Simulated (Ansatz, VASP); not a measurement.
# CoAu in VASP and in Ansatz

```
CELL_PARAMETERS angstrom
0.00000 2.81838 2.81838
2.81838 0.00000 2.81838
2.81838 2.81838 0.00000
ATOMIC_POSITIONS crystal
Co 0.00000 0.00000 0.00000
Au 0.25000 0.25000 0.25000
```

Alike in both runs: task relaxation of cell and atoms; functional PBE; k mesh 18 × 18 × 18; occupations gaussian, width 0.1 eV; collinear spin.

|  | VASP | Ansatz |
| --- | --- | --- |
| version | VASP 6.6.1 | Ansatz 0.2.0 |
| potentials or method | VASP PAW PBE potentials, release 64 (Co, Au), cutoff 600 eV | scalar-relativistic, plane waves, PAW |
| valence electrons in the cell | 20 | 36 |

|  | VASP | Ansatz | Ansatz less VASP |
| --- | --- | --- | --- |
| gap on the k mesh at the Fermi level, each at its own relaxed structure (eV) | none | none | - |
| net moment per atom (μB) | 1.10 | 1.10 | +0.005 |
| size of the moment on the site where the two differ most (μB) | 0.19 | 0.22 | +0.029 |
| relaxed volume (Å³/atom) | 22.28 | 22.31 | +0.036 |
| relaxed cell length with the largest relative difference (Å) | 3.979 | 3.981 | +0.0021 |

Site moments also hang on the region over which each program counts them. A gap of «none» marks a metal or a gap that the smearing closes. VASP's potentials hold 20 valence electrons a cell and Ansatz's 36, so a difference there can come from the potentials and not from the codes.

Neither program's run includes spin-orbit coupling.
